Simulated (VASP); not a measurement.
MgS, 2 atoms in the cell. It takes space group Fm-3m (No. 225, cubic). The conventional cell has a = 5.182 Å, b = 5.182 Å, c = 5.182 Å, α = 90.00°, β = 90.00°, γ = 90.00°. Mg (site symmetry m-3m) has 6 S at 2.59 Å within 3.4 Å. S (site symmetry m-3m) has 6 Mg at 2.59 Å within 3.4 Å. 

| Item | Value |
| --- | --- |
| Program | VASP 6.6.1 |
| Task | single point |
| Functional | PBEsol |
| Potentials or basis | VASP PAW PBE potentials, release 64 (Mg, S) |
| Cutoff | 520 eV |
| k mesh | 8 × 8 × 8 |
| Occupations | gaussian, width 0.01 eV |
| Spin | no spin polarisation |
| Dipole correction | no |
| Further INCAR settings | ALGO = Normal; EDIFF = 1e-07; NBANDS = 11 |

Potentials or basis: VASP PAW PBE potentials, release 64 (Mg, S).

Run with:

```sh
$ cat potpaw_PBE.64/Mg/POTCAR potpaw_PBE.64/S/POTCAR > POTCAR
$ mpirun -np 1 vasp_std > vasp.out
```

Hardware: 1 thread of Intel(R) Xeon(R) Platinum 8488C (Sapphire Rapids) (shared host).

Task: Estimate the wall time of this run.

Result: It took 10 s on 1 thread of Intel(R) Xeon(R) Platinum 8488C (Sapphire Rapids) (shared host), peak memory 0.16 GiB. Counts: scf iterations 13, k points 29.
